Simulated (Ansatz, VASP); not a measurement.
**One calculation of F, two programs**

```xyz
4
Lattice="3.4488 -2.0290 0.0084 3.4488 2.0290 0.0084 -1.9030 0.0000 9.0408" Properties=species:S:1:pos:R:3 pbc="T T T"
F     1.7650    1.0432    0.7407
F     4.1810    1.0432    3.7965
F     3.2295   -1.0432    8.3169
F     0.8135   -1.0432    5.2611
```

Alike in both runs: task single point; functional revPBE; k mesh 8 × 8 × 3; occupations fermi-dirac, width 0.05 eV; no spin polarisation.

```csv
,VASP,Ansatz
version,VASP 6.6.1,Ansatz 0.2.0
potentials or method,"VASP PAW PBE potentials, release 64 (F), cutoff 520 eV","plane waves (420 eV) with PAW, scalar-relativistic"
valence electrons in the cell,28,28
```

|  | VASP | Ansatz | Ansatz less VASP |
| --- | --- | --- | --- |
| gap on the k mesh at the Fermi level (eV) | 2.64 | 2.70 | +0.051 |
| pressure (GPa) | -1.9 | -2.0 | -0.07 |
| traceless stress, the component that is largest in VASP (GPa) | -3.26 | -3.92 | -0.657 |

VASP's potentials were made for PBE, not for revPBE. Ansatz's warnings: xc potential rough in thin density.
